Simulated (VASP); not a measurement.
Here is a VASP 6.6.1 calculation.

File INCAR:

```
  PREC = Accurate
  ENCUT = 520
  EDIFF = 1E-6
  ISMEAR = 0
  SIGMA = 0.05
  LREAL = False
  LASPH = True
  NELM = 60
  ALGO = Normal
  ISIF = 2
  LWAVE = False
  LCHARG = False
  GGA = PS
  NBANDS = 16
```

File KPOINTS:

```
regular mesh
0
Gamma
  9 9 6
```

The input POSCAR:

```
MgO
1.0
    3.4863778627      0.0000000000      0.0000000000
   -1.7431889314      3.0192917963      0.0000000000
    0.0000000000      0.0000000000      3.5513350370
Mg O
2 2
Direct
    0.6666666667      0.3333333333      0.7500000000
    0.3333333333      0.6666666667      0.2500000000
    0.6666666667      0.3333333333      0.2500000000
    0.3333333333      0.6666666667      0.7500000000
```

Potentials or basis: VASP PAW PBE potentials, release 64 (Mg, O).

The run is started by

```bash
$ cat potpaw_PBE.64/Mg/POTCAR potpaw_PBE.64/O/POTCAR > POTCAR
$ mpirun -np 1 vasp_std > vasp.out
```

Problem. Predict the band gap on the k mesh.

Solution. 3.99 eV, direct.

Problem. Predict the pressure.

Solution. 47.4 GPa.

Stress tensor (GPa, compression positive):
```
 16.22   0.00   0.00
  0.00  16.22   0.00
  0.00   0.00 109.76
```

Caveat: the cell differs from its parent crystal (strain -0.1500 x Voigt [0, 0, 1, 0, 0, 0]); the PAW data sets were made with another functional, which shifts forces and pressure a little.
